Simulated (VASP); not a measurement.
## Sb: single point with PBEsol

Sb:

```
Sb
1.0
     2.13617    1.23332    3.71887
    -2.13617    1.23332    3.71887
     0.00000   -2.46663    3.71887
Sb
2
Direct
  0.23364 0.23364 0.23364
  0.76636 0.76636 0.76636
```

This cell differs from its parent crystal: volume scaled by 0.98.

| Item | Value |
| --- | --- |
| Program | VASP 6.6.1 |
| Task | single point |
| Functional | PBEsol |
| Potentials or basis | VASP PAW PBE potentials, release 64 (Sb) |
| Cutoff | 520 eV |
| k mesh | 9 × 9 × 9 |
| Occupations | fermi-dirac, width 0.05 eV |
| Spin | no spin polarisation |
| Dipole correction | no |
| Further INCAR settings | ALGO = Normal; EDIFF = 1e-06; NBANDS = 12 |

| Property | Result |
| --- | --- |
| Pressure | 1.9 GPa |
| Largest force | 0.314 eV/Å |

Forces on the atoms (eV/Å):
```
Sb   0.000  0.000  0.314
Sb   0.000  0.000 -0.314
```

Stress tensor (GPa, compression positive):
```
2.17 0.00 0.00
0.00 2.17 0.00
0.00 0.00 1.36
```

Levels at points of the mesh, in eV from the Fermi level:
| k point | band 1 | band 2 | band 3 | band 4 | band 5 | band 6 | band 7 | band 8 | band 9 | band 10 |
| --- | --- | --- | --- | --- | --- | --- | --- | --- | --- | --- |
| (0.00, 0.00, 0.00) | -12.96 | -4.66 | -2.12 | -1.85 | -1.85 | 2.07 | 2.74 | 2.74 | 5.03 | 5.03 |

Wall time 61 s on 1 thread of AMD EPYC 7R43 64-Core Processor (Zen 3), with other jobs on the host, peak memory 0.18 GiB.

Caveat: the PAW data sets were made with another functional, which shifts forces and pressure a little; spin-orbit coupling is left out, which moves the levels of the heavy elements.
